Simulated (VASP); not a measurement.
Here is a VASP 6.6.1 calculation.

The input INCAR:

```
  ALGO = Normal
  EDIFF = 1E-7
  ENCUT = 520
  GGA = PE
  ISIF = 2
  ISMEAR = -1
  IVDW = 12
  LASPH = True
  LCHARG = False
  LREAL = Auto
  LWAVE = False
  NBANDS = 55
  NELM = 100
  PREC = Accurate
  SIGMA = 0.05
```

Contents of KPOINTS:

```
k-points
0
Gamma
  1 1 1
```

The input POSCAR:

```
H17ClO8
1.0
    6.4678360000      0.0000000000      0.0000000000
    0.0000000000      6.0790800000      0.0000000000
    0.0000000000      0.0000000000      6.4309430000
O H Cl
8 17 1
Direct
    0.4864841966     -0.0539555327      0.9345285754
    0.3336355467      0.5539325029      0.3241826276
    0.8758261650      0.4301473249      0.1456707049
    0.0205478308      0.7952025635     -0.0584051204
    0.6251240755      0.8038880883      0.2551258812
    0.1562346355      0.2125321595      0.9658459109
    1.0457748156      0.8179033670      0.5070018503
    0.7831522011      0.5501490357      0.6081534232
    0.5104953187      0.0848319154      0.9574490086
    0.5688146700     -0.0513071057      0.8025728109
    0.2093899722      0.6271508189      0.3904870561
    0.5072948665      0.6818794949      0.2922121997
    0.9708656806      0.3710100871      0.0432906962
    0.8688377380      0.3144390270      0.2400892062
    0.1075784853      0.7038729545     -0.1528236217
   -0.0089674506      0.6836067300      0.0455298702
    0.5765452309      0.8714970028      0.1034373964
    0.6656476757      0.8978990242      0.3641612124
    0.2279123960      0.2233068162      0.8388660885
    0.1177209812      0.0571303553      0.9751447027
    1.1405051087      0.9350263527      0.5917328143
    0.9777149575      0.7014219257      0.5907687255
    0.7131133195      0.4133520204      0.5968331550
    0.7932173914      0.6079867348      0.7470444070
    0.3989742473      0.4216756483      0.3680020177
    0.5295434207      0.1645972746      0.5289892944
```

Potentials or basis: VASP PAW PBE potentials, release 64 (O, H, Cl).

The run is started by

```bash
$ cat potpaw_PBE.64/O/POTCAR potpaw_PBE.64/H/POTCAR potpaw_PBE.64/Cl/POTCAR > POTCAR
$ mpirun -np 1 vasp_gam > vasp.out
```

(1) Estimate the pressure.

(2) What does it give for the dispersion energy per atom?

(3) Predict the largest force.

(4) Estimate the band gap on the k mesh.

Answers

(1) 5.2 GPa.

(2) -0.041 eV.

(3) 8.187 eV/Å.

(4) 4.45 eV.

Caveat: the k points lie up to 1.03 Å⁻¹ apart.
